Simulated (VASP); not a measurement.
# Y (R-3m) in VASP: a series of runs

The runs below take Y through electric field gradients, with LDA.

All numbers are computed with VASP 6.6.1; they aren't measurements. Logs are shortened: lines on timing, memory, paths and dates and some standing lists are left out, and cuts for length are marked.

## (1) The cell of the first run

The structure is trigonal, space group R-3m (No. 166). Conventional cell: a = 3.497 Å, b = 3.497 Å, c = 8.694 Å, α = 90.00°, β = 90.00°, γ = 120.00°. Y (site symmetry -3m) has 12 Y at 3.50 to 3.53 Å within 4.6 Å.

## (2) Electric field gradients, LDA (equal xy, yz and zx shear strains of +1 %)

The input, INCAR:

```
  ALGO = Normal
  EDIFF = 1E-8
  ENCUT = 520
  GGA = CA
  ISIF = 2
  ISMEAR = -1
  LASPH = True
  LCHARG = False
  LEFG = True
  LREAL = False
  LWAVE = False
  NBANDS = 12
  NELM = 100
  PREC = Accurate
  SIGMA = 0.05
```

The input, KPOINTS:

```
k-points
0
Gamma
  13 13 13
```

The input, POSCAR:

```
Y
1.0
    0.0248500000      2.4974250000      2.4974250000
    2.4974250000      0.0248500000      2.4974250000
    2.4974250000      2.4974250000      0.0248500000
Y
1
Direct
    0.0000000000      0.0000000000      0.0000000000
```

Potentials or basis: VASP PAW LDA potentials, release 64 (Y_sv).

Launch:

```
> cat potpaw_LDA.64/Y_sv/POTCAR > POTCAR
> mpirun -np 1 vasp_std > vasp.out
```

OUTCAR:

```text
EDIFF = 1E-8
   ENCUT = 520
   GGA = CA
   ISIF = 2
   ISMEAR = -1
   LASPH = True
   LREAL = False
   NELM = 100
   PREC = Accurate

 ion  position               nearest neighbor table
   1  0.000  0.000  0.000-

  LATTYP: Found a trigonal (rhomboedric) cell.
 ALAT       =     3.5319797258
 COS(alpha) =     0.5099250056

  Lattice vectors:

 A1 = (   0.0248500000,   2.4974250000,   2.4974250000)
 A2 = (   2.4974250000,   0.0248500000,   2.4974250000)
 A3 = (   2.4974250000,   2.4974250000,   0.0248500000)

Analysis of symmetry for initial positions (statically):
=====================================================================
 Subroutine PRICEL returns:
 Original cell was already a primitive cell.

 Routine SETGRP: Setting up the symmetry group for a
 trigonal (rhombohedral) supercell.

 Subroutine GETGRP returns: Found 12 space group operations
 (whereof 12 operations were pure point group operations)
 out of a pool of 12 trial point group operations.

The static configuration has the point symmetry D_3d.

Analysis of symmetry for dynamics (positions and initial velocities):
=====================================================================
 Subroutine PRICEL returns:
 Original cell was already a primitive cell.

 Routine SETGRP: Setting up the symmetry group for a
 trigonal (rhombohedral) supercell.

 Subroutine GETGRP returns: Found 12 space group operations
 (whereof 12 operations were pure point group operations)
 out of a pool of 12 trial point group operations.

The dynamic configuration has the point symmetry D_3d.

 Subroutine INISYM returns: Found 12 space group operations
 (whereof 12 operations are pure point group operations),
 and found     1 'primitive' translations

----------------------------------------------------------------------------------------

                                     Primitive cell

  volume of cell :      30.6886

  direct lattice vectors                    reciprocal lattice vectors
     0.024850000  2.497425000  2.497425000    -0.203219416  0.201217254  0.201217254
     2.497425000  0.024850000  2.497425000     0.201217254 -0.203219416  0.201217254
     2.497425000  2.497425000  0.024850000     0.201217254  0.201217254 -0.203219416

  length of vectors
     3.531979726  3.531979726  3.531979726     0.349678278  0.349678278  0.349678278

  position of ions in fractional coordinates (direct lattice)
     0.000000000  0.000000000  0.000000000

  ion indices of the primitive-cell ions
   primitive index   ion index
                 1           1

----------------------------------------------------------------------------------------

 KPOINTS: k-points

Automatic generation of k-mesh.
 Grid dimensions read from file:
 generate k-points for:   13   13   13

 Generating k-lattice:

  Cartesian coordinates                     Fractional coordinates (reciprocal lattice)
    -0.015632263  0.015478250  0.015478250     0.076923077  0.000000000  0.000000000
     0.015478250 -0.015632263  0.015478250     0.000000000  0.076923077  0.000000000
     0.015478250  0.015478250 -0.015632263     0.000000000  0.000000000  0.076923077

  Length of vectors
     0.026898329  0.026898329  0.026898329

  Shift w.r.t. Gamma in fractional coordinates (k-lattice)
     0.000000000  0.000000000  0.000000000

 Subroutine IBZKPT returns following result:
 ===========================================

 Found    231 irreducible k-points:

 Following reciprocal coordinates:
            Coordinates               Weight
  0.000000  0.000000  0.000000      1.000000
  0.076923  0.000000 -0.000000      6.000000
  0.153846  0.000000  0.000000      6.000000
  0.230769  0.000000  0.000000      6.000000
  0.307692  0.000000  0.000000      6.000000
  0.384615 -0.000000 -0.000000      6.000000
[... 16 lines left out ...]
  0.384615  0.153846 -0.000000     12.000000
  0.461538  0.153846  0.000000     12.000000
 [... further k-points ...]
   k-points           NKPTS =    231   k-points in BZ     NKDIM =    231   number of bands    NBANDS=     12
   number of dos      NEDOS =    301   number of ions     NIONS =      1
   total plane-waves  NPLWV =  21952
   dimension x,y,z NGX =    28 NGY =   28 NGZ =   28
   dimension x,y,z NGXF=    56 NGYF=   56 NGZF=   56
   ions per type =               1
   NGX,Y,Z   is equivalent  to a cutoff of  13.18, 13.18, 13.18 a.u.
   NGXF,Y,Z  is equivalent  to a cutoff of  26.36, 26.36, 26.36 a.u.
 SYSTEM =  unknown system
   PREC   = accura    normal or accurate (medium, high low for compatibility)
   ISTART =      0    job   : 0-new  1-cont  2-samecut
   ICHARG =      2    charge: 1-file 2-atom 10-const
   ISPIN  =      1    spin polarized calculation?
   LNONCOLLINEAR =      F non collinear calculations
   LSORBIT =      F    spin-orbit coupling
   LASPH  =      T    aspherical Exc in radial PAW
   ENCUT  =  520.0 eV  38.22 Ry    6.18 a.u.   6.57  6.57  6.57*2*pi/ulx,y,z
   NELM   =    100;   NELMIN=  2; NELMDL= -5     # of ELM steps
   EDIFF  = 0.1E-07   stopping-criterion for ELM
   LREAL  =      F    real-space projection
   EDIFFG = 0.1E-06   stopping-criterion for IOM
   NSW    =      0    number of steps for IOM
   IBRION =     -1    ionic relax: 0-MD 1-quasi-New 2-CG
   NFREE  =      0    steps in history (QN), initial steepest desc. (CG)
   ISIF   =      2    stress and relaxation
   ISYM   =      2    0-nonsym 1-usesym 2-fastsym
   POTIM  = 0.5000    time-step for ionic-motion
   TEBEG  =    0.0;   TEEND  =   0.0 temperature during run
   PSTRESS=    0.0 pullay stress
   NELECT =      11.0000    total number of electrons
   NUPDOWN=      -1.0000    fix difference up-down
   EMIN   =  10.00;   EMAX   =-10.00  energy-range for DOS
   EFERMI =   0.00;   METHOD = LEGACY
   ISMEAR =    -1;   SIGMA  =   0.05  broadening in eV -4-tet -1-fermi 0-gaus
   EFERMI_NEDOS =   21; number of points for ismear=-14 and -15
   IALGO  =     38    algorithm
   IMIX   =      4    mixing-type and parameters
     AMIX     =   0.40;   BMIX     =  1.00
     AMIX_MAG =   1.60;   BMIX_MAG =  1.00
  volume/ion in A,a.u.               =      30.69       207.10
  Fermi-wavevector in a.u.,A,eV,Ry     =   1.162912  2.197585 18.400031  1.352364
  Thomas-Fermi vector in A             =   2.299468
   LORBIT       =      0    0 simple, 1 ext, 2 COOP (PROOUT), +10 PAW based schemes
   GGA     = CA    functional components
   LHFCALC =     F    Hartree Fock is set to
   AEXX    =    0.0000 exact exchange contribution
   IVDW    =     0    specifies the selected vdW correction
   LEPSILON=     F    determine dielectric tensor
   LRPA    =     F    only Hartree local field effects (RPA)
 non-spin polarized calculation
  energy-cutoff  :      520.00
  volume of cell :       30.69
 maximum number of plane-waves:       869
   NGX = 13   NGY = 13   NGZ = 13

 number of electron      11.0000000 magnetization

 Free energy of the ion-electron system (eV)
  ---------------------------------------------------
  ext. energy  EPLUGINS =         0.00000000
  ---------------------------------------------------
  free energy    TOTEN  =        -6.93663440 eV

  energy without entropy =       -6.92478319  energy(sigma->0) =       -6.93070879

 E-fermi :   3.2102     XC(G=0):  -9.9063

 val. band max:        3.2076482506   @ k =  -0.1538   0.4615   0.0769
 cond. band min:       3.2180594451   @ k =  -0.1538  -0.3846   0.0769
 fundamental gap:      0.0104111945
 Fermi energy:         3.2101781638

 k-point     1 :       0.0000    0.0000    0.0000
  band No.  band energies     occupation
      1     -39.0980      2.00000
      2     -18.8749      2.00000
      3     -18.8601      2.00000
      4     -18.8601      2.00000
      5      -1.6122      2.00000
      6       4.8854      0.00000
      7       5.0619      0.00000
      8       5.0619      0.00000
      9       7.1495      0.00000
     10       7.1495      0.00000
     11      12.4205      0.00000
     12      15.6451      0.00000

 k-point     2 :       0.0769    0.0000   -0.0000
  band No.  band energies     occupation
      1     -39.0930      2.00000
      2     -18.9056      2.00000
      3     -18.8779      2.00000
      4     -18.8658      2.00000
      5      -1.4524      2.00000
      6       4.8491      0.00000
      7       4.9950      0.00000
      8       5.1425      0.00000
      9       7.0582      0.00000
     10       7.0632      0.00000
     11      12.7853      0.00000
     12      15.1918      0.00000
[... 316 lines left out ...]
 k-point    24 :       0.4615    0.1538    0.0000
  band No.  band energies     occupation
      1     -39.0079      2.00000
      2     -19.4803      2.00000
      3     -19.0371      2.00000
      4     -18.9984      2.00000
      5       1.4958      2.00000
      6       3.4172      0.03135
      7       4.4019      0.00000
      8       5.3787      0.00000
      9       8.4779      0.00000
     10       8.7841      0.00000
     11      11.5415      0.00000
     12      13.7757      0.00000

 [... further k-points ...]
[... 5 lines left out ...]
  --------------------------------------------------------------------------------------
  -------------------------------------------------------------------------------------
  Total       -0.3553011     -0.3553011     -0.3553011     -0.0642952     -0.0642952     -0.0642952
  in kB      -18.5494212    -18.5494212    -18.5494212     -3.3566993     -3.3566993     -3.3566993
  external PRESSURE =     -18.5494212 kB  Pullay stress =       0.0000000 kB

 VOLUME and BASIS-vectors are now :
 -----------------------------------------------------------------------------
  energy-cutoff  :      520.00
  volume of cell :       30.69
      direct lattice vectors                 reciprocal lattice vectors
     0.024850000  2.497425000  2.497425000    -0.203219416  0.201217254  0.201217254
     2.497425000  0.024850000  2.497425000     0.201217254 -0.203219416  0.201217254
     2.497425000  2.497425000  0.024850000     0.201217254  0.201217254 -0.203219416

 POSITION                                       TOTAL-FORCE (eV/Angst)
 -----------------------------------------------------------------------------------
      0.00000      0.00000      0.00000        -0.000000      0.000000     -0.000000
 -----------------------------------------------------------------------------------
    total drift:                               -0.000000     -0.000000     -0.000000

  FREE ENERGIE OF THE ION-ELECTRON SYSTEM (eV)
  ---------------------------------------------------
  free  energy   TOTEN  =        -6.9366343992 eV

  energy  without entropy=       -6.9247831908  energy(sigma->0) =       -6.93070879

 Electric field gradients (V/A^2)
---------------------------------------------------------------------
 ion       V_xx      V_yy      V_zz      V_xy      V_xz      V_yz
---------------------------------------------------------------------
   1      -0.000     0.000     0.000    -3.408    -3.408    -3.408
---------------------------------------------------------------------

 Electric field gradients after diagonalization (V/A^2)
 (convention: |V_zz| > |V_xx| > |V_yy|)
----------------------------------------------------------------------
 ion       V_xx      V_yy      V_zz     asymmetry (V_yy - V_xx)/ V_zz
----------------------------------------------------------------------
   1       3.408     3.408    -6.816       0.000
----------------------------------------------------------------------

           NMR quadrupolar parameters

 Cq : quadrupolar parameter    Cq=e*Q*V_zz/h
 eta: asymmetry parameters     (V_yy - V_xx)/ V_zz
 Q  : nuclear electric quadrupole moment in mb (millibarn)
----------------------------------------------------------------------
 ion       Cq(MHz)       eta       Q (mb)
----------------------------------------------------------------------
   1      -0.016       0.000       1.000
----------------------------------------------------------------------
```

It took 37 s on 1 thread of AMD EPYC 9R45 (Zen 5), shared host; peak memory 0.2 GiB.

What came out:

```
Free energy                             : -6.9366 eV
Pressure                                : -1.9 GPa
Band gap on the k mesh                  : zero (an odd number of electrons rules out a gap without spin polarisation)
Largest electric field gradient by atom : Y -6.8 V/Å²
```

Electric field gradients, principal values (V/Å²):
```csv
atom,least,middle,greatest (by size)
1 Y,3.408,3.408,-6.816
```

Caveat: the cell differs from its parent crystal (equal xy, yz and zx shear strains of +1 %); without QUAD_EFG the Cq values of the log hold for a quadrupole moment of 1 mb, not for the nuclei.

## (3) Electric field gradients, LDA (equal xy, yz and zx shear strains of +1 %)

The input, INCAR:

```
PREC = Accurate
ENCUT = 520
EDIFF = 1E-8
ISMEAR = -1
SIGMA = 0.05
LREAL = False
LASPH = True
NELM = 80
ALGO = Normal
ISIF = 2
LWAVE = False
LCHARG = False
LEFG = True
NBANDS = 12
```

The input, KPOINTS:

```
regular mesh
0
Gamma
  13 13 13
```

POSCAR is that of step 2.

Potentials or basis: VASP PAW LDA potentials, release 64 (Y_sv).

Launch:

```
> cat potpaw_LDA.64/Y_sv/POTCAR > POTCAR
> mpirun -np 1 vasp_std > vasp.out
```

OUTCAR:

```text
PREC = Accurate
   ENCUT = 520
   EDIFF = 1E-8
   ISMEAR = -1
   LREAL = False
   LASPH = True
   NELM = 80
   ISIF = 2

 ion  position               nearest neighbor table
   1  0.000  0.000  0.000-

  LATTYP: Found a trigonal (rhomboedric) cell.
 ALAT       =     3.5319797258
 COS(alpha) =     0.5099250056

  Lattice vectors:

 A1 = (   0.0248500000,   2.4974250000,   2.4974250000)
 A2 = (   2.4974250000,   0.0248500000,   2.4974250000)
 A3 = (   2.4974250000,   2.4974250000,   0.0248500000)

Analysis of symmetry for initial positions (statically):
=====================================================================
 Subroutine PRICEL returns:
 Original cell was already a primitive cell.

 Routine SETGRP: Setting up the symmetry group for a
 trigonal (rhombohedral) supercell.

 Subroutine GETGRP returns: Found 12 space group operations
 (whereof 12 operations were pure point group operations)
 out of a pool of 12 trial point group operations.

The static configuration has the point symmetry D_3d.

Analysis of symmetry for dynamics (positions and initial velocities):
=====================================================================
 Subroutine PRICEL returns:
 Original cell was already a primitive cell.

 Routine SETGRP: Setting up the symmetry group for a
 trigonal (rhombohedral) supercell.

 Subroutine GETGRP returns: Found 12 space group operations
 (whereof 12 operations were pure point group operations)
 out of a pool of 12 trial point group operations.

The dynamic configuration has the point symmetry D_3d.

[... 152 lines left out ...]
      1     -39.0980      2.00000
      2     -18.8749      2.00000
      3     -18.8601      2.00000
      4     -18.8601      2.00000
      5      -1.6122      2.00000
      6       4.8854      0.00000
      7       5.0619      0.00000
      8       5.0619      0.00000
      9       7.1495      0.00000
     10       7.1495      0.00000
     11      12.4205      0.00000
     12      15.6451      0.00000
[... 331 lines left out ...]
 k-point    24 :       0.4615    0.1538    0.0000
  band No.  band energies     occupation
      1     -39.0079      2.00000
      2     -19.4803      2.00000
      3     -19.0371      2.00000
      4     -18.9984      2.00000
      5       1.4958      2.00000
      6       3.4172      0.03135
      7       4.4019      0.00000
      8       5.3787      0.00000
      9       8.4779      0.00000
     10       8.7841      0.00000
     11      11.5415      0.00000
     12      13.7757      0.00000

 [... further k-points ...]
[... 5 lines left out ...]
  --------------------------------------------------------------------------------------
  -------------------------------------------------------------------------------------
  Total       -0.3553011     -0.3553011     -0.3553011     -0.0642952     -0.0642952     -0.0642952
  in kB      -18.5494212    -18.5494212    -18.5494212     -3.3566993     -3.3566993     -3.3566993
  external PRESSURE =     -18.5494212 kB  Pullay stress =       0.0000000 kB

 VOLUME and BASIS-vectors are now :
 -----------------------------------------------------------------------------
  energy-cutoff  :      520.00
  volume of cell :       30.69
      direct lattice vectors                 reciprocal lattice vectors
     0.024850000  2.497425000  2.497425000    -0.203219416  0.201217254  0.201217254
     2.497425000  0.024850000  2.497425000     0.201217254 -0.203219416  0.201217254
     2.497425000  2.497425000  0.024850000     0.201217254  0.201217254 -0.203219416

 POSITION                                       TOTAL-FORCE (eV/Angst)
 -----------------------------------------------------------------------------------
      0.00000      0.00000      0.00000        -0.000000      0.000000     -0.000000
 -----------------------------------------------------------------------------------
    total drift:                               -0.000000     -0.000000     -0.000000

  FREE ENERGIE OF THE ION-ELECTRON SYSTEM (eV)
  ---------------------------------------------------
  free  energy   TOTEN  =        -6.9366343992 eV

  energy  without entropy=       -6.9247831908  energy(sigma->0) =       -6.93070879

 Electric field gradients (V/A^2)
---------------------------------------------------------------------
 ion       V_xx      V_yy      V_zz      V_xy      V_xz      V_yz
---------------------------------------------------------------------
   1      -0.000     0.000     0.000    -3.408    -3.408    -3.408
---------------------------------------------------------------------

 Electric field gradients after diagonalization (V/A^2)
 (convention: |V_zz| > |V_xx| > |V_yy|)
----------------------------------------------------------------------
 ion       V_xx      V_yy      V_zz     asymmetry (V_yy - V_xx)/ V_zz
----------------------------------------------------------------------
   1       3.408     3.408    -6.816       0.000
----------------------------------------------------------------------

           NMR quadrupolar parameters

 Cq : quadrupolar parameter    Cq=e*Q*V_zz/h
 eta: asymmetry parameters     (V_yy - V_xx)/ V_zz
 Q  : nuclear electric quadrupole moment in mb (millibarn)
----------------------------------------------------------------------
 ion       Cq(MHz)       eta       Q (mb)
----------------------------------------------------------------------
   1      -0.016       0.000       1.000
----------------------------------------------------------------------
```

Wall time 37 s (1 thread of AMD EPYC 9R45 (Zen 5), shared host); peak memory 0.2 GiB.

What came out:

* Free energy: -6.9366 eV
* Pressure: -1.9 GPa
* Band gap on the k mesh: zero (an odd number of electrons rules out a gap without spin polarisation)
* Largest electric field gradient by atom: Y -6.8 V/Å²

Stress tensor (GPa, compression positive):
```
-1.85 -0.34 -0.34
-0.34 -1.85 -0.34
-0.34 -0.34 -1.85
```

Electric field gradients, principal values (V/Å²):
```
atom  least  middle  greatest (by size)
 1 Y  3.408   3.408              -6.816
```

Caveat: the cell differs from its parent crystal (equal xy, yz and zx shear strains of +1 %); without QUAD_EFG the Cq values of the log hold for a quadrupole moment of 1 mb, not for the nuclei.

[end of part 1 of 2]
